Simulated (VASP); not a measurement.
Input of a VASP 6.6.1 run:

The input POSCAR:

```
Nb
1.0
   -1.6185523516      1.6185523516      1.6185523516
    1.6185523516     -1.6185523516      1.6185523516
    1.6185523516      1.6185523516     -1.6185523516
Nb
1
Direct
    0.0000000000      0.0000000000      0.0000000000
```

The input INCAR.step1:

```
SYSTEM = Nb
PREC = Accurate ; ENCUT = 520
ISMEAR = 0 ; SIGMA = 0.1
LREAL = .FALSE. ; LASPH = .TRUE.
NELM = 80 ; NBANDS = 12
GGA = PE ; ALGO = Normal
EDIFF = 1E-4 ; LWAVE = .TRUE.
LCHARG = .FALSE.
```

File INCAR.step2:

```
SYSTEM = Nb
PREC = Accurate ; ENCUT = 520
EDIFF = 1E-7 ; ISMEAR = 0
SIGMA = 0.1 ; LREAL = .FALSE.
LASPH = .TRUE. ; NELM = 80
ALGO = Normal ; ISIF = 2
LWAVE = .FALSE. ; LCHARG = .TRUE.
METAGGA = R2SCAN ; LMIXTAU = .TRUE.
LELF = .TRUE. ; LVHAR = .TRUE.
NBANDS = 12 ; ISTART = 1
```

The input KPOINTS:

```
regular mesh
0
G
  18 18 18
  0 0 0
```

Potentials or basis: VASP PAW PBE potentials, release 64 (Nb_sv).

Command:

```console
$ cat potpaw_PBE.64/Nb_sv/POTCAR > POTCAR
$ cp INCAR.step1 INCAR
$ mpirun -np 1 vasp_std > vasp.out
$ cp INCAR.step2 INCAR
$ mpirun -np 1 vasp_std > vasp.out
```

(1) What does it give for the band gap on the k mesh?

(2) What does it give for the pressure?

Results:

(1) zero (an odd number of electrons rules out a gap without spin polarisation).

(2) 11.7 GPa.

Caveat: the cell stands under pressure; the PAW data sets were made with another functional, which shifts forces and pressure a little.
